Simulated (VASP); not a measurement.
## Al3B2W: relaxation of shape and atoms at fixed volume with PBE

The system is Al3B2W.

```xyz
6
Lattice="4.4150 -1.5504 0.0229 4.4150 1.5504 0.0229 -3.7570 0.0000 4.6481" Properties=species:S:1:pos:R:3 pbc="T T T"
Al    1.9864    0.0000    3.9703
Al    3.1603    0.0000    0.7360
Al   -0.6375    0.0000    2.7440
B     4.5763    0.0000    3.9668
B     0.4046    0.0000    0.6955
W     5.7292    0.0000    1.9691
```

This cell differs from its parent crystal: volume scaled by 0.88.

| Property | Result |
| --- | --- |
| Program | VASP 6.6.1 |
| Task | relaxation of shape and atoms at fixed volume |
| Functional | PBE |
| Potentials or basis | VASP PAW PBE potentials, release 64 (Al, B, W_sv) |
| Cutoff | 600 eV |
| k mesh | 10 × 10 × 6 |
| Occupations | gaussian, width 0.1 eV |
| Spin | no spin polarisation |
| Dipole correction | no |
| Further INCAR settings | ALGO = Fast; EDIFF = 1e-07; IBRION = 2; EDIFFG = -0.01; NSW = 50; ISIF = 4 |

The energy gained by relaxing is 0.5 meV/atom, the ionic steps are 10 and the pressure after relaxing is 27.2 GPa. The largest force after relaxing is 0.008 eV/Å.

Forces in eV/Å, atoms in the order of the input:
```
Al   0.003  0.000  0.000
Al   0.001  0.000  0.001
Al   0.004  0.000  0.006
B    0.001  0.000 -0.001
B   -0.001  0.000 -0.007
W   -0.008  0.000  0.001
```

The path:
```tsv
step	energy change (eV)	largest force (eV/Å)	pressure (GPa)	volume (Å³)
1	0.0000	0.1805	27.65	63.90
2	-0.0019	0.1237	27.23	63.90
3	-0.0022	0.0738	27.33	63.90
4	-0.0025	0.0376	27.29	63.90
5	-0.0025	0.0410	27.29	63.90
6	-0.0027	0.0229	27.28	63.90
7	-0.0027	0.0293	27.27	63.90
8	-0.0028	0.0176	27.26	63.90
9	-0.0028	0.0228	27.26	63.90
10	-0.0028	0.0084	27.25	63.90
```

Final structure:
```
Al B W
1.0
     4.40595   -1.55053    0.03131
     4.40595    1.55053    0.03131
    -3.74039    0.00000    4.65030
Al B W
3 2 1
Direct
  0.58701 0.58701 0.84863
  0.42353 0.42353 0.15390
  0.17794 0.17794 0.58815
  0.87622 0.87622 0.84561
  0.10893 0.10893 0.14764
  0.82637 0.82637 0.41606
```

Levels at points of the mesh, in eV from the Fermi level:
```tsv
k point	band 10	band 11	band 12	band 13	band 14	band 15	band 16	band 17	band 18
(0.00, 0.00, 0.00)	-3.75	-2.73	-2.68	-1.37	-0.80	0.91	1.38	2.99	3.79
(0.50, 0.00, 0.00)	-5.02	-4.17	-2.75	-2.52	-1.81	-0.04	1.04	2.13	3.49
(0.50, 0.50, 0.00)	-2.46	-2.44	-2.20	-0.79	-0.49	0.56	1.87	3.36	3.70
(0.00, 0.00, 0.50)	-3.51	-3.10	-2.55	-1.73	-0.86	0.99	1.86	3.52	3.59
(0.50, 0.00, 0.50)	-5.33	-3.91	-3.06	-2.15	-1.27	0.28	0.36	1.82	3.66
(0.50, 0.50, 0.50)	-3.50	-2.96	-2.27	-0.64	-0.35	1.90	2.11	2.47	2.94
```

Run time: 15 min on 1 thread of AMD EPYC 9R45 96-Core Processor (Zen 5), with other jobs on the host, peak memory 0.44 GiB.

Caveat: the cell differs from its parent crystal (volume scaled by 0.88); spin-orbit coupling is left out, which moves the levels of the heavy elements.
